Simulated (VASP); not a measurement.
# SrO (Fm-3m) in VASP: a series of runs

SrO is run at these levels: LDA, PBE, r2SCAN; tasks: single point.

Everything below comes from runs of VASP 6.6.1. Logs are shortened: lines on timing, memory, paths and dates and some standing lists are left out, and cuts for length are marked.

### Step 1. The cell of the first run

The structure is cubic, space group Fm-3m (No. 225). The conventional cell has a = 5.140 Å, b = 5.140 Å, c = 5.140 Å, α = 90.00°, β = 90.00°, γ = 90.00°. Within 3.4 Å of Sr (site symmetry m-3m) lie 6 O at 2.57 Å. O (site symmetry m-3m) has 6 Sr at 2.57 Å within 3.4 Å.

### Step 2. Single point, LDA

INCAR reads:

```
ALGO = Normal
EDIFF = 1E-6
ENCUT = 600
GGA_COMPAT = False
ISIF = 2
ISMEAR = -1
LASPH = True
LCHARG = True
LELF = True
LREAL = False
LVHAR = True
LWAVE = False
NBANDS = 15
NELM = 120
PREC = Accurate
SIGMA = 0.03
```

KPOINTS reads:

```
k-points
0
Gamma
  8 8 8
```

POSCAR reads:

```
SrO
1.0
    0.0000000000      2.5698000000      2.5698000000
    2.5698000000      0.0000000000      2.5698000000
    2.5698000000      2.5698000000      0.0000000000
Sr O
1 1
Direct
    0.0000000000      0.0000000000      0.0000000000
    0.5000000000      0.5000000000      0.5000000000
```

Potentials or basis: VASP PAW LDA potentials, release 64 (Sr_sv, O).

Launch:

```bash
cat potpaw_LDA.64/Sr_sv/POTCAR potpaw_LDA.64/O/POTCAR > POTCAR
mpirun -np 1 vasp_std > vasp.out
```

OUTCAR:

```text
EDIFF = 1E-6
   ENCUT = 600
   ISIF = 2
   ISMEAR = -1
   LASPH = True
   LREAL = False
   NELM = 120
   PREC = Accurate

 ion  position               nearest neighbor table
   1  0.000  0.000  0.000-   2 2.57   2 2.57   2 2.57   2 2.57   2 2.57   2 2.57
   2  0.500  0.500  0.500-   1 2.57   1 2.57   1 2.57   1 2.57   1 2.57   1 2.57

  LATTYP: Found a face centered cubic cell.
 ALAT       =     5.1396000000

  Lattice vectors:

 A1 = (   0.0000000000,   2.5698000000,   2.5698000000)
 A2 = (   2.5698000000,   0.0000000000,   2.5698000000)
 A3 = (   2.5698000000,   2.5698000000,   0.0000000000)

Analysis of symmetry for initial positions (statically):
=====================================================================
 Subroutine PRICEL returns:
 Original cell was already a primitive cell.

 Routine SETGRP: Setting up the symmetry group for a
 face centered cubic supercell.

 Subroutine GETGRP returns: Found 48 space group operations
 (whereof 48 operations were pure point group operations)
 out of a pool of 48 trial point group operations.

The static configuration has the point symmetry O_h .

Analysis of symmetry for dynamics (positions and initial velocities):
=====================================================================
 Subroutine PRICEL returns:
 Original cell was already a primitive cell.

 Routine SETGRP: Setting up the symmetry group for a
 face centered cubic supercell.

 Subroutine GETGRP returns: Found 48 space group operations
 (whereof 48 operations were pure point group operations)
 out of a pool of 48 trial point group operations.

The dynamic configuration has the point symmetry O_h .

 Subroutine INISYM returns: Found 48 space group operations
 (whereof 48 operations are pure point group operations),
 and found     1 'primitive' translations

----------------------------------------------------------------------------------------

                                     Primitive cell

  volume of cell :      33.9413

  direct lattice vectors                    reciprocal lattice vectors
     0.000000000  2.569800000  2.569800000    -0.194567671  0.194567671  0.194567671
     2.569800000  0.000000000  2.569800000     0.194567671 -0.194567671  0.194567671
     2.569800000  2.569800000  0.000000000     0.194567671  0.194567671 -0.194567671

  length of vectors
     3.634246013  3.634246013  3.634246013     0.337001091  0.337001091  0.337001091

  position of ions in fractional coordinates (direct lattice)
     0.000000000  0.000000000  0.000000000
     0.500000000  0.500000000  0.500000000

  ion indices of the primitive-cell ions
   primitive index   ion index
                 1           1
                 2           2

----------------------------------------------------------------------------------------

 KPOINTS: k-points

Automatic generation of k-mesh.
 Grid dimensions read from file:
 generate k-points for:    8    8    8

 Generating k-lattice:

  Cartesian coordinates                     Fractional coordinates (reciprocal lattice)
    -0.024320959  0.024320959  0.024320959     0.125000000  0.000000000  0.000000000
     0.024320959 -0.024320959  0.024320959     0.000000000  0.125000000  0.000000000
     0.024320959  0.024320959 -0.024320959     0.000000000  0.000000000  0.125000000

  Length of vectors
     0.042125136  0.042125136  0.042125136

  Shift w.r.t. Gamma in fractional coordinates (k-lattice)
     0.000000000  0.000000000  0.000000000

 Subroutine IBZKPT returns following result:
 ===========================================

 Found     29 irreducible k-points:

 Following reciprocal coordinates:
            Coordinates               Weight
  0.000000  0.000000  0.000000      1.000000
  0.125000  0.000000  0.000000      8.000000
  0.250000  0.000000  0.000000      8.000000
  0.375000  0.000000  0.000000      8.000000
  0.500000  0.000000  0.000000      4.000000
  0.125000  0.125000  0.000000      6.000000
[... 16 lines left out ...]
  0.500000  0.250000  0.125000     48.000000
 -0.375000  0.250000  0.125000     24.000000
 [... further k-points ...]
   k-points           NKPTS =     29   k-points in BZ     NKDIM =     29   number of bands    NBANDS=     15
   number of dos      NEDOS =    301   number of ions     NIONS =      2
   total plane-waves  NPLWV =  27000
   dimension x,y,z NGX =    30 NGY =   30 NGZ =   30
   dimension x,y,z NGXF=    60 NGYF=   60 NGZF=   60
   ions per type =               1   1
   NGX,Y,Z   is equivalent  to a cutoff of  13.72, 13.72, 13.72 a.u.
   NGXF,Y,Z  is equivalent  to a cutoff of  27.45, 27.45, 27.45 a.u.
 SYSTEM =  unknown system
   PREC   = accura    normal or accurate (medium, high low for compatibility)
   ISTART =      0    job   : 0-new  1-cont  2-samecut
   ICHARG =      2    charge: 1-file 2-atom 10-const
   ISPIN  =      1    spin polarized calculation?
   LNONCOLLINEAR =      F non collinear calculations
   LSORBIT =      F    spin-orbit coupling
   LASPH  =      T    aspherical Exc in radial PAW
   ENCUT  =  600.0 eV  44.10 Ry    6.64 a.u.   7.26  7.26  7.26*2*pi/ulx,y,z
   NELM   =    120;   NELMIN=  2; NELMDL= -5     # of ELM steps
   EDIFF  = 0.1E-05   stopping-criterion for ELM
   LREAL  =      F    real-space projection
   EDIFFG = 0.1E-04   stopping-criterion for IOM
   NSW    =      0    number of steps for IOM
   IBRION =     -1    ionic relax: 0-MD 1-quasi-New 2-CG
   NFREE  =      0    steps in history (QN), initial steepest desc. (CG)
   ISIF   =      2    stress and relaxation
   ISYM   =      2    0-nonsym 1-usesym 2-fastsym
   POTIM  = 0.5000    time-step for ionic-motion
   TEBEG  =    0.0;   TEEND  =   0.0 temperature during run
   PSTRESS=    0.0 pullay stress
   NELECT =      16.0000    total number of electrons
   NUPDOWN=      -1.0000    fix difference up-down
   EMIN   =  10.00;   EMAX   =-10.00  energy-range for DOS
   EFERMI =   0.00;   METHOD = LEGACY
   ISMEAR =    -1;   SIGMA  =   0.03  broadening in eV -4-tet -1-fermi 0-gaus
   EFERMI_NEDOS =   21; number of points for ismear=-14 and -15
   IALGO  =     38    algorithm
   IMIX   =      4    mixing-type and parameters
     AMIX     =   0.40;   BMIX     =  1.00
     AMIX_MAG =   1.60;   BMIX_MAG =  1.00
  volume/ion in A,a.u.               =      16.97       114.52
  Fermi-wavevector in a.u.,A,eV,Ry     =   1.274106  2.407711 22.086959  1.623346
  Thomas-Fermi vector in A             =   2.406892
   LORBIT       =      0    0 simple, 1 ext, 2 COOP (PROOUT), +10 PAW based schemes
   GGA     = CA    functional components
   LHFCALC =     F    Hartree Fock is set to
   AEXX    =    0.0000 exact exchange contribution
   IVDW    =     0    specifies the selected vdW correction
   LEPSILON=     F    determine dielectric tensor
   LRPA    =     F    only Hartree local field effects (RPA)
 non-spin polarized calculation
  energy-cutoff  :      600.00
  volume of cell :       33.94
 maximum number of plane-waves:      1158
 NGX is ok and might be reduce to    30
   NGX = 15   NGY = 15   NGZ = 15

 number of electron      15.9999997 magnetization

 Free energy of the ion-electron system (eV)
  ---------------------------------------------------
  ext. energy  EPLUGINS =         0.00000000
  ---------------------------------------------------
  free energy    TOTEN  =       -13.37668000 eV

  energy without entropy =      -13.37668000  energy(sigma->0) =      -13.37668000

 E-fermi :   2.0882     XC(G=0): -10.5338

 val. band max:        1.3484132060   @ k =   0.0000   0.0000   0.0000
 cond. band min:       4.4481941276   @ k =   0.5000   0.5000   0.0000
 fundamental gap:      3.0997809215
 Fermi energy:         2.0882185078

 k-point     1 :       0.0000    0.0000    0.0000
  band No.  band energies     occupation
      1     -30.7301      2.00000
      2     -13.4129      2.00000
      3     -12.4550      2.00000
      4     -12.4550      2.00000
      5     -12.4550      2.00000
      6       1.3484      2.00000
      7       1.3484      2.00000
      8       1.3484      2.00000
      9       5.1598      0.00000
     10       7.4569      0.00000
     11       7.4569      0.00000
     12       7.4569      0.00000
     13       9.6841      0.00000
     14       9.6841      0.00000
     15      13.7981      0.00000

 k-point     2 :       0.1250    0.0000    0.0000
  band No.  band energies     occupation
      1     -30.7091      2.00000
      2     -13.8262      2.00000
      3     -12.4678      2.00000
      4     -12.4678      2.00000
      5     -12.0915      2.00000
      6       0.8746      2.00000
      7       1.1461      2.00000
      8       1.1461      2.00000
      9       5.8710      0.00000
     10       7.2970      0.00000
     11       7.7682      0.00000
     12       7.7682      0.00000
     13      10.0984      0.00000
     14      10.0984      0.00000
     15      14.8213      0.00000

 k-point     3 :       0.2500    0.0000    0.0000
  band No.  band energies     occupation
      1     -30.6578      2.00000
      2     -14.4367      2.00000
      3     -12.4984      2.00000
      4     -12.4984      2.00000
      5     -11.6017      2.00000
      6       0.0216      2.00000
      7       0.7106      2.00000
      8       0.7106      2.00000
      9       7.2179      0.00000
     10       7.4245      0.00000
     11       8.6150      0.00000
     12       8.6150      0.00000
     13      11.1325      0.00000
     14      11.1325      0.00000
     15      16.8901      0.00000

 k-point     4 :       0.3750    0.0000    0.0000
  band No.  band energies     occupation
      1     -30.6057      2.00000
      2     -14.8855      2.00000
      3     -12.5284      2.00000
      4     -12.5284      2.00000
      5     -11.2739      2.00000
      6      -0.6494      2.00000
      7       0.3304      2.00000
      8       0.3304      2.00000
      9       7.5594      0.00000
     10       8.9322      0.00000
     11       9.6532      0.00000
     12       9.6532      0.00000
     13      12.4236      0.00000
     14      12.4236      0.00000
     15      16.7639      0.00000
[... 307 lines left out ...]
 k-point    22 :       0.3750    0.2500    0.1250
  band No.  band energies     occupation
      1     -30.6205      2.00000
      2     -14.4637      2.00000
      3     -12.7289      2.00000
      4     -12.5612      2.00000
      5     -11.6430      2.00000
      6      -0.1597      2.00000
      7       0.6346      2.00000
      8       1.0666      2.00000
      9       6.2707      0.00000
     10       7.7547      0.00000
     11       9.5085      0.00000
     12       9.8792      0.00000
     13      11.2995      0.00000
     14      12.0906      0.00000
     15      17.7405      0.00000

 k-point    23 :       0.5000    0.2500    0.1250
  band No.  band energies     occupation
      1     -30.5792      2.00000
      2     -14.6444      2.00000
      3     -12.8407      2.00000
      4     -12.6383      2.00000
      5     -11.5648      2.00000
      6      -0.2362      2.00000
      7       0.3969      2.00000
      8       0.8183      2.00000
      9       6.7850      0.00000
     10       8.4111      0.00000
     11      10.2196      0.00000
     12      10.3837      0.00000
     13      12.4260      0.00000
     14      13.3549      0.00000
     15      15.4438      0.00000

 k-point    24 :      -0.3750    0.2500    0.1250
  band No.  band energies     occupation
      1     -30.5619      2.00000
      2     -14.7159      2.00000
      3     -12.8652      2.00000
      4     -12.6947      2.00000
      5     -11.5335      2.00000
      6      -0.2761      2.00000
      7       0.4686      2.00000
      8       0.5499      2.00000
      9       7.6068      0.00000
     10       7.9602      0.00000
     11      10.6294      0.00000
     12      10.8184      0.00000
     13      12.9749      0.00000
     14      14.2292      0.00000
     15      14.4974      0.00000

 [... further k-points ...]

------------------------ aborting loop because EDIFF is reached ----------------------------------------

  FORCE on cell =-STRESS in cart. coord.  units (eV):
  Direction    XX          YY          ZZ          XY          YZ          ZX
  --------------------------------------------------------------------------------------
  -------------------------------------------------------------------------------------
  Total       -0.7620244     -0.7620244     -0.7620244      0.0000000      0.0000000      0.0000000
  in kB      -35.9709165    -35.9709165    -35.9709165      0.0000000      0.0000000      0.0000000
  external PRESSURE =     -35.9709165 kB  Pullay stress =       0.0000000 kB

 VOLUME and BASIS-vectors are now :
 -----------------------------------------------------------------------------
  energy-cutoff  :      600.00
  volume of cell :       33.94
      direct lattice vectors                 reciprocal lattice vectors
     0.000000000  2.569800000  2.569800000    -0.194567671  0.194567671  0.194567671
     2.569800000  0.000000000  2.569800000     0.194567671 -0.194567671  0.194567671
     2.569800000  2.569800000  0.000000000     0.194567671  0.194567671 -0.194567671

 POSITION                                       TOTAL-FORCE (eV/Angst)
 -----------------------------------------------------------------------------------
      0.00000      0.00000      0.00000         0.000000     -0.000000     -0.000000
      2.56980      2.56980      2.56980        -0.000000      0.000000      0.000000
 -----------------------------------------------------------------------------------
    total drift:                                0.000000      0.000000      0.000000

  FREE ENERGIE OF THE ION-ELECTRON SYSTEM (eV)
  ---------------------------------------------------
  free  energy   TOTEN  =       -13.3766800018 eV

  energy  without entropy=      -13.3766800018  energy(sigma->0) =      -13.37668000
```

It took 21 s on 1 thread of Intel Xeon Platinum 8259CL at 2.50GHz (Skylake/Cascade Lake), shared host; peak memory 0.16 GiB.

Results:

```
Free energy            : -13.3767 eV
Pressure               : -3.6 GPa
Band gap on the k mesh : 3.10 eV, indirect (least direct gap 3.18 eV)
```

A k mesh can miss the band edges. As with any semilocal functional, this LDA gap is likely too small.

[end of part 1 of 2]
